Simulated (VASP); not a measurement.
Here is a VASP 6.6.1 calculation.

INCAR

```
ALGO     = Normal         # electronic algorithm
EDIFF    = 1E-6           # SCF threshold, eV
ENCUT    = 520            # plane-wave cutoff, eV
GGA      = PS             # functional
GGA_COMPAT= False        
ISIF     = 2              # what is computed and relaxed
ISMEAR   = -1             # smearing method
LASPH    = True           # aspherical terms in the spheres
LCHARG   = True           # write CHGCAR
LELF     = True           # ELF
LREAL    = False          # projectors in reciprocal space
LVHAR    = True         
LWAVE    = False          # write WAVECAR
NBANDS   = 66             # bands
NELM     = 120            # most SCF steps
NELMDL   = -8           
PREC     = Accurate       # precision mode
SIGMA    = 0.05           # smearing width, eV
```

File KPOINTS:

```
k-points
0
Gamma
  2 2 1
```

The input POSCAR:

```
MgO
1.0
    5.8935940000      0.0000000000      0.0000000000
    2.9467970000      5.1040020000      0.0000000000
    0.0000000000      0.0000000000     19.0151240000
Mg O
12 12
Direct
    0.0000000000      0.0000000000      0.0525897175
    0.0000003525      0.4999998041      0.0525897175
    0.5000005090      0.0000000000      0.0525897175
    0.5000008615      0.4999998041      0.0525897175
    0.6548828254      0.7364221252      0.1918893613
    0.6799329890      0.1874411491      0.1900855340
    0.1285885550      0.7220216606      0.1974533534
    0.1563429397      0.1963753149      0.1837326961
    0.4269152162      0.2894787267      0.3253620644
    0.2169577463      0.8946117184      0.3285595193
    0.8186077787      0.4235303983      0.3367582562
    0.8557457977      0.8241767930      0.4153904019
    0.3333375256      0.8333264760      0.1158551477
    0.3333371731      0.3333266719      0.1158551477
    0.8333380346      0.8333264760      0.1158551477
    0.8333376821      0.3333266719      0.1158551477
   -0.0105629395      0.5202780093      0.2592410126
    0.0071746516      0.0529780357      0.2449260915
    0.4607653282      0.5404974371      0.2496644250
    0.4623176633      0.0577194131      0.2401982759
    0.7772759764      0.1345022984      0.3791613455
    0.5668228076      0.8041532899      0.3686802148
    0.1090975252      0.4394002980      0.4041624972
    0.2338032734      0.6230013233      0.4011122936
```

Potentials or basis: VASP PAW PBE potentials, release 64 (Mg, O).

Launch:

```bash
$ cat potpaw_PBE.64/Mg/POTCAR potpaw_PBE.64/O/POTCAR > POTCAR
$ mpirun -np 1 vasp_std > vasp.out
```

Problem. Estimate the band gap on the k mesh.

Solution. Zero (bands 48 and 49 overlap by 0.06 eV).

Problem. What does it give for the largest force?

Solution. 2.961 eV/Å.

Forces in eV/Å, atoms in the order of the input:
```
Mg   0.043 -0.068  1.146
Mg   0.023  0.083  1.217
Mg  -0.015  0.054  1.167
Mg  -0.038  0.101  1.605
Mg  -1.482 -2.113  1.218
Mg  -0.781  1.669  0.613
Mg   0.645 -1.772  0.148
Mg   0.241  0.954  0.405
Mg  -0.317 -0.213 -0.028
Mg   0.609 -1.128 -0.217
Mg  -0.326  1.236 -0.669
Mg  -1.565 -0.797  0.139
O    0.067  0.338 -1.247
O    0.066  0.174 -1.735
O    0.335  0.312 -0.374
O    0.137  0.181 -1.291
O   -0.005  0.599 -1.713
O   -1.405 -0.291 -0.068
O    0.925 -0.560  0.384
O    1.378  0.197  0.505
O    1.580  2.216 -1.167
O   -0.378  0.044  0.397
O    0.972  0.047 -0.099
O   -0.710 -1.261 -0.336
```

Caveat: the k points lie up to 0.62 Å⁻¹ apart; the atoms stand as in a frame of molecular dynamics; the PAW data sets were made with another functional, which shifts forces and pressure a little.
